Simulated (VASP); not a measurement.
# V (Im-3m) in VASP: a series of runs

The runs below take V through single point, with PBE.

Program: VASP 6.6.1. These are calculated values, not measurements. Logs are shortened: lines on timing, memory, paths and dates and some standing lists are left out, and cuts for length are marked.

### 1 The cell of the first run

The structure is cubic, space group Im-3m (No. 229). Conventional cell: a = 2.997 Å, b = 2.997 Å, c = 2.997 Å, α = 90.00°, β = 90.00°, γ = 90.00°. Within 3.4 Å of V (site symmetry m-3m) lie 14 V at 2.60 to 3.00 Å.

### 2 Single point, PBE

INCAR

```
PREC     = Accurate       # precision mode
ENCUT    = 520            # plane-wave cutoff, eV
EDIFF    = 1E-6           # SCF threshold, eV
ISMEAR   = 0              # smearing method
SIGMA    = 0.1            # smearing width, eV
LREAL    = False          # projectors in reciprocal space
LASPH    = True           # aspherical terms in the spheres
NELM     = 60             # most SCF steps
ALGO     = Fast           # electronic algorithm
ISIF     = 2              # what is computed and relaxed
LWAVE    = False          # write WAVECAR
LCHARG   = True           # write CHGCAR
GGA      = PE             # functional
LELF     = True           # ELF
LVHAR    = True         
NBANDS   = 12             # bands
```

KPOINTS

```
Automatic mesh
0
Gamma
  20 20 20
```

POSCAR

```
V
1.0
   -1.4985875755      1.4985875755      1.4985875755
    1.4985875755     -1.4985875755      1.4985875755
    1.4985875755      1.4985875755     -1.4985875755
V
1
Direct
    0.0000000000      0.0000000000      0.0000000000
```

Potentials or basis: VASP PAW PBE potentials, release 64 (V_sv).

Started as:

```
cat potpaw_PBE.64/V_sv/POTCAR > POTCAR
mpirun -np 1 vasp_std > vasp.out
```

OUTCAR:

```text
PREC = Accurate
   ENCUT = 520
   EDIFF = 1E-6
   ISMEAR = 0
   LREAL = False
   LASPH = True
   NELM = 60
   ISIF = 2
   GGA = PE

 ion  position               nearest neighbor table
   1  0.000  0.000  0.000-

  LATTYP: Found a body centered cubic cell.
 ALAT       =     2.9971751510

  Lattice vectors:

 A1 = (  -1.4985875755,   1.4985875755,   1.4985875755)
 A2 = (   1.4985875755,  -1.4985875755,   1.4985875755)
 A3 = (   1.4985875755,   1.4985875755,  -1.4985875755)

Analysis of symmetry for initial positions (statically):
=====================================================================
 Subroutine PRICEL returns:
 Original cell was already a primitive cell.

 Routine SETGRP: Setting up the symmetry group for a
 body centered cubic supercell.

 Subroutine GETGRP returns: Found 48 space group operations
 (whereof 48 operations were pure point group operations)
 out of a pool of 48 trial point group operations.

The static configuration has the point symmetry O_h .

Analysis of symmetry for dynamics (positions and initial velocities):
=====================================================================
 Subroutine PRICEL returns:
 Original cell was already a primitive cell.

 Routine SETGRP: Setting up the symmetry group for a
 body centered cubic supercell.

 Subroutine GETGRP returns: Found 48 space group operations
 (whereof 48 operations were pure point group operations)
 out of a pool of 48 trial point group operations.

The dynamic configuration has the point symmetry O_h .

 Subroutine INISYM returns: Found 48 space group operations
 (whereof 48 operations are pure point group operations),
 and found     1 'primitive' translations

----------------------------------------------------------------------------------------

                                     Primitive cell

  volume of cell :      13.4619

  direct lattice vectors                    reciprocal lattice vectors
    -1.498587575  1.498587575  1.498587575     0.000000000  0.333647501  0.333647501
     1.498587575 -1.498587575  1.498587575     0.333647501  0.000000000  0.333647501
     1.498587575  1.498587575 -1.498587575     0.333647501  0.333647501  0.000000000

  length of vectors
     2.595629820  2.595629820  2.595629820     0.471848821  0.471848821  0.471848821

  position of ions in fractional coordinates (direct lattice)
     0.000000000  0.000000000  0.000000000

  ion indices of the primitive-cell ions
   primitive index   ion index
                 1           1

----------------------------------------------------------------------------------------

 KPOINTS: Automatic mesh

Automatic generation of k-mesh.
 Grid dimensions read from file:
 generate k-points for:   20   20   20

 Generating k-lattice:

  Cartesian coordinates                     Fractional coordinates (reciprocal lattice)
     0.000000000  0.016682375  0.016682375     0.050000000  0.000000000  0.000000000
     0.016682375  0.000000000  0.016682375     0.000000000  0.050000000  0.000000000
     0.016682375  0.016682375  0.000000000     0.000000000  0.000000000  0.050000000

  Length of vectors
     0.023592441  0.023592441  0.023592441

  Shift w.r.t. Gamma in fractional coordinates (k-lattice)
     0.000000000  0.000000000  0.000000000

 Subroutine IBZKPT returns following result:
 ===========================================

 Found    256 irreducible k-points:

 Following reciprocal coordinates:
            Coordinates               Weight
  0.000000  0.000000  0.000000      1.000000
  0.050000  0.000000  0.000000     12.000000
  0.100000  0.000000  0.000000     12.000000
  0.150000  0.000000  0.000000     12.000000
  0.200000  0.000000  0.000000     12.000000
  0.250000  0.000000  0.000000     12.000000
[... 16 lines left out ...]
  0.200000  0.100000 -0.000000     48.000000
  0.250000  0.100000 -0.000000     48.000000
 [... further k-points ...]
   k-points           NKPTS =    256   k-points in BZ     NKDIM =    256   number of bands    NBANDS=     12
   number of dos      NEDOS =    301   number of ions     NIONS =      1
   total plane-waves  NPLWV =   8000
   dimension x,y,z NGX =    20 NGY =   20 NGZ =   20
   dimension x,y,z NGXF=    40 NGYF=   40 NGZF=   40
   ions per type =               1
   NGX,Y,Z   is equivalent  to a cutoff of  12.81, 12.81, 12.81 a.u.
   NGXF,Y,Z  is equivalent  to a cutoff of  25.62, 25.62, 25.62 a.u.
 SYSTEM =  unknown system
   PREC   = accura    normal or accurate (medium, high low for compatibility)
   ISTART =      0    job   : 0-new  1-cont  2-samecut
   ICHARG =      2    charge: 1-file 2-atom 10-const
   ISPIN  =      1    spin polarized calculation?
   LNONCOLLINEAR =      F non collinear calculations
   LSORBIT =      F    spin-orbit coupling
   LASPH  =      T    aspherical Exc in radial PAW
   ENCUT  =  520.0 eV  38.22 Ry    6.18 a.u.   4.83  4.83  4.83*2*pi/ulx,y,z
   NELM   =     60;   NELMIN=  2; NELMDL= -5     # of ELM steps
   EDIFF  = 0.1E-05   stopping-criterion for ELM
   LREAL  =      F    real-space projection
   EDIFFG = 0.1E-04   stopping-criterion for IOM
   NSW    =      0    number of steps for IOM
   IBRION =     -1    ionic relax: 0-MD 1-quasi-New 2-CG
   NFREE  =      0    steps in history (QN), initial steepest desc. (CG)
   ISIF   =      2    stress and relaxation
   ISYM   =      2    0-nonsym 1-usesym 2-fastsym
   POTIM  = 0.5000    time-step for ionic-motion
   TEBEG  =    0.0;   TEEND  =   0.0 temperature during run
   PSTRESS=    0.0 pullay stress
   NELECT =      13.0000    total number of electrons
   NUPDOWN=      -1.0000    fix difference up-down
   EMIN   =  10.00;   EMAX   =-10.00  energy-range for DOS
   EFERMI =   0.00;   METHOD = LEGACY
   ISMEAR =     0;   SIGMA  =   0.10  broadening in eV -4-tet -1-fermi 0-gaus
   EFERMI_NEDOS =   21; number of points for ismear=-14 and -15
   IALGO  =     68    algorithm
   IMIX   =      4    mixing-type and parameters
     AMIX     =   0.40;   BMIX     =  1.00
     AMIX_MAG =   1.60;   BMIX_MAG =  1.00
  volume/ion in A,a.u.               =      13.46        90.85
  Fermi-wavevector in a.u.,A,eV,Ry     =   1.618156  3.057872 35.625904  2.618430
  Thomas-Fermi vector in A             =   2.712465
   LORBIT       =      0    0 simple, 1 ext, 2 COOP (PROOUT), +10 PAW based schemes
   GGA     = PE    functional components
   LHFCALC =     F    Hartree Fock is set to
   AEXX    =    0.0000 exact exchange contribution
   IVDW    =     0    specifies the selected vdW correction
   LEPSILON=     F    determine dielectric tensor
   LRPA    =     F    only Hartree local field effects (RPA)
 non-spin polarized calculation
 RMM-DIIS sequential band-by-band and
 Gauss-broadening in eV      SIGMA  =   0.10
  energy-cutoff  :      520.00
  volume of cell :       13.46
 maximum number of plane-waves:       374
   NGX =  9   NGY =  9   NGZ =  9

 number of electron      12.9999990 magnetization

 Free energy of the ion-electron system (eV)
  ---------------------------------------------------
  ext. energy  EPLUGINS =         0.00000000
  ---------------------------------------------------
  free energy    TOTEN  =        -8.99675838 eV

  energy without entropy =       -8.98798491  energy(sigma->0) =       -8.99237165

 E-fermi :   9.7101     XC(G=0): -12.9083

 val. band max:        9.7087073617   @ k =  -0.3000   0.3000   0.1500
 cond. band min:       9.7125662462   @ k =   0.1000   0.0500   0.0500
 fundamental gap:      0.0038588845
 Fermi energy:         9.7100856839

 k-point     1 :       0.0000    0.0000    0.0000
  band No.  band energies     occupation
      1     -54.0093      2.00000
      2     -27.3089      2.00000
      3     -27.3089      2.00000
      4     -27.3089      2.00000
      5       3.1263      2.00000
      6      10.1234      0.00000
      7      10.1234      0.00000
      8      10.1234      0.00000
      9      12.1340      0.00000
     10      12.1340      0.00000
     11      30.2060      0.00000
     12      30.2060      0.00000

 k-point     2 :       0.0500    0.0000    0.0000
  band No.  band energies     occupation
      1     -54.0045      2.00000
      2     -27.3319      2.00000
      3     -27.3159      2.00000
      4     -27.3090      2.00000
      5       3.2278      2.00000
      6      10.0800      0.00000
      7      10.1147      0.00000
      8      10.1955      0.00000
      9      12.0829      0.00000
     10      12.1367      0.00000
     11      30.0262      0.00000
     12      30.1981      0.00000

 k-point     3 :       0.1000    0.0000    0.0000
  band No.  band energies     occupation
      1     -53.9906      2.00000
      2     -27.3984      2.00000
      3     -27.3362      2.00000
      4     -27.3095      2.00000
      5       3.5255      2.00000
      6       9.9560      0.00050
      7      10.0774      0.00000
      8      10.4084      0.00000
      9      11.9582      0.00000
     10      12.1461      0.00000
     11      29.4845      0.00000
     12      30.0976      0.00000

 k-point     4 :       0.1500    0.0000    0.0000
  band No.  band energies     occupation
      1     -53.9689      2.00000
      2     -27.5012      2.00000
      3     -27.3678      2.00000
      4     -27.3102      2.00000
      5       3.9980      2.00000
      6       9.7686      0.40828
      7       9.9854      0.00010
      8      10.7510      0.00000
      9      11.8320      0.00000
     10      12.1656      0.00000
     11      28.5756      0.00000
     12      29.7556      0.00000

 k-point     5 :       0.2000    0.0000    0.0000
  band No.  band energies     occupation
      1     -53.9415      2.00000
      2     -27.6291      2.00000
      3     -27.4073      2.00000
      4     -27.3111      2.00000
      5       4.6045      2.00000
      6       9.5413      1.98301
      7       9.8348      0.07772
      8      11.2044      0.00000
      9      11.7755      0.00000
     10      12.1985      0.00000
     11      27.3290      0.00000
     12      29.1182      0.00000
[... 228 lines left out ...]
      1     -53.9567      2.00000
      2     -27.5565      2.00000
      3     -27.3673      2.00000
      4     -27.3307      2.00000
      5       4.2719      2.00000
      6       9.7379      0.69413
      7       9.8139      0.14193
      8      10.9997      0.00000
      9      11.7209      0.00000
     10      12.2316      0.00000
     11      28.3071      0.00000
     12      29.2475      0.00000

 k-point    22 :       0.1500    0.1000    0.0000
  band No.  band energies     occupation
      1     -53.9306      2.00000
      2     -27.6712      2.00000
      3     -27.4056      2.00000
      4     -27.3375      2.00000
      5       4.8638      2.00000
      6       9.5308      1.98877
      7       9.6350      1.71155
      8      11.4746      0.00000
      9      11.6493      0.00000
     10      12.3018      0.00000
     11      27.2856      0.00000
     12      28.4066      0.00000

 k-point    23 :       0.2000    0.1000   -0.0000
  band No.  band energies     occupation
      1     -53.9015      2.00000
      2     -27.7948      2.00000
      3     -27.4539      2.00000
      4     -27.3410      2.00000
      5       5.5229      2.00000
      6       9.2885      2.00000
      7       9.4800      1.99886
      8      11.6619      0.00000
      9      12.0379      0.00000
     10      12.3788      0.00000
     11      25.9016      0.00000
     12      27.5740      0.00000

 k-point    24 :       0.2500    0.1000   -0.0000
  band No.  band energies     occupation
      1     -53.8723      2.00000
      2     -27.9159      2.00000
      3     -27.5039      2.00000
      4     -27.3434      2.00000
      5       6.1363      2.00000
      6       9.0607      2.00000
      7       9.4362      1.99989
      8      11.7580      0.00000
      9      12.4203      0.00000
     10      12.6812      0.00000
     11      24.3242      0.00000
     12      26.8115      0.00000

 [... further k-points ...]
[... 5 lines left out ...]
  --------------------------------------------------------------------------------------
  -------------------------------------------------------------------------------------
  Total        0.0301068      0.0301068      0.0301068      0.0000000     -0.0000000      0.0000000
  in kB        3.5831762      3.5831762      3.5831762      0.0000000     -0.0000000      0.0000000
  external PRESSURE =       3.5831762 kB  Pullay stress =       0.0000000 kB

 VOLUME and BASIS-vectors are now :
 -----------------------------------------------------------------------------
  energy-cutoff  :      520.00
  volume of cell :       13.46
      direct lattice vectors                 reciprocal lattice vectors
    -1.498587575  1.498587575  1.498587575     0.000000000  0.333647501  0.333647501
     1.498587575 -1.498587575  1.498587575     0.333647501  0.000000000  0.333647501
     1.498587575  1.498587575 -1.498587575     0.333647501  0.333647501  0.000000000

 POSITION                                       TOTAL-FORCE (eV/Angst)
 -----------------------------------------------------------------------------------
      0.00000      0.00000      0.00000        -0.000000     -0.000000      0.000000
 -----------------------------------------------------------------------------------
    total drift:                                0.000000     -0.000000      0.000000

  FREE ENERGIE OF THE ION-ELECTRON SYSTEM (eV)
  ---------------------------------------------------
  free  energy   TOTEN  =        -8.9967583779 eV

  energy  without entropy=       -8.9879849141  energy(sigma->0) =       -8.99237165
```

Wall time 26 s (1 thread of Intel Xeon Platinum 8488C (Sapphire Rapids), shared host); peak memory 0.15 GiB.

Results:

| Quantity | Value |
| --- | --- |
| Free energy | -8.9968 eV |
| Pressure | 0.4 GPa |

### 3 Single point, PBE

INCAR is that of step 2.

KPOINTS is that of step 2.

POSCAR

```
V
1.0
   -1.4985875745      1.4985875745      1.4985875745
    1.4985875745     -1.4985875745      1.4985875745
    1.4985875745      1.4985875745     -1.4985875745
V
1
Direct
    0.0000000000      0.0000000000      0.0000000000
```

Potentials or basis: VASP PAW PBE potentials, release 64 (V_sv).

Started as:

```
cat potpaw_PBE.64/V_sv/POTCAR > POTCAR
mpirun -np 1 vasp_std > vasp.out
```

Run time: 18 s. Hardware: 1 thread of Intel Xeon Platinum 8481C at 2.70GHz (Sapphire Rapids), shared host; peak memory 0.15 GiB.

The run converged. Its results:

| Property | Result |
| --- | --- |
| Free energy | -8.9968 eV |
| Pressure | 0.4 GPa |

Levels at points of the mesh, in eV from the Fermi level:
| k point | band 5 | band 6 | band 7 | band 8 | band 9 | band 10 |
| --- | --- | --- | --- | --- | --- | --- |
| (0.00, 0.00, 0.00) | -6.58 | 0.41 | 0.41 | 0.41 | 2.42 | 2.42 |
| (0.50, 0.00, 0.00) | -3.17 | -1.13 | 1.65 | 2.42 | 2.78 | 4.12 |
| (0.50, 0.50, 0.50) | -2.99 | -2.99 | 3.72 | 3.72 | 3.72 | 10.21 |

### 4 Single point, PBE

This run uses another cell than the first one: it holds 2 atoms, not 1.

INCAR

```
PREC = Accurate
ENCUT = 520
EDIFF = 1E-6
ISMEAR = 0
SIGMA = 0.1
LREAL = F
LASPH = T
NELM = 100
ALGO = Fast
ISIF = 2
LWAVE = F
LCHARG = F
GGA = PE
NBANDS = 20
```

KPOINTS

```
regular mesh
0
Gamma
  18 18 18
```

POSCAR

```
V
1.0
    2.9971751498      0.0000000000      0.0000000000
    0.0000000000      2.9971751498      0.0000000000
    0.0000000000      0.0000000000      2.9971751498
V
2
Direct
    0.0000000000      0.0000000000      0.0000000000
    0.5000000000      0.5000000000      0.5000000000
```

Started as:

```
cat potpaw_PBE.64/V_sv/POTCAR > POTCAR
mpirun -np 1 vasp_std > vasp.out
```

It took 60 s on 1 thread of Intel Xeon Platinum 8259CL at 2.50GHz (Skylake/Cascade Lake), shared host; peak memory 0.2 GiB.

The run converged. Its results:

| Property | Result |
| --- | --- |
| Free energy | -17.9928 eV |
| Pressure | 0.2 GPa |
| Band gap on the k mesh | zero (band 13 reaches 11.36 eV, above the bottom of band 14 at 8.60 eV) |

Levels at points of the mesh, in eV from the Fermi level:
| k point | band 10 | band 11 | band 12 | band 13 | band 14 | band 15 | band 16 | band 17 |
| --- | --- | --- | --- | --- | --- | --- | --- | --- |
| (0.00, 0.00, 0.00) | -2.99 | -2.99 | 0.41 | 0.41 | 0.41 | 2.42 | 2.42 | 3.72 |
| (0.50, 0.00, 0.00) | -2.90 | -0.56 | -0.56 | 0.85 | 0.85 | 0.85 | 0.85 | 1.96 |
| (0.50, 0.50, 0.00) | -3.17 | -1.13 | -1.13 | 1.64 | 1.64 | 2.42 | 2.42 | 2.78 |
| (0.50, 0.50, 0.50) | -1.12 | -1.12 | -1.12 | -1.12 | -1.12 | 2.85 | 2.85 | 2.85 |
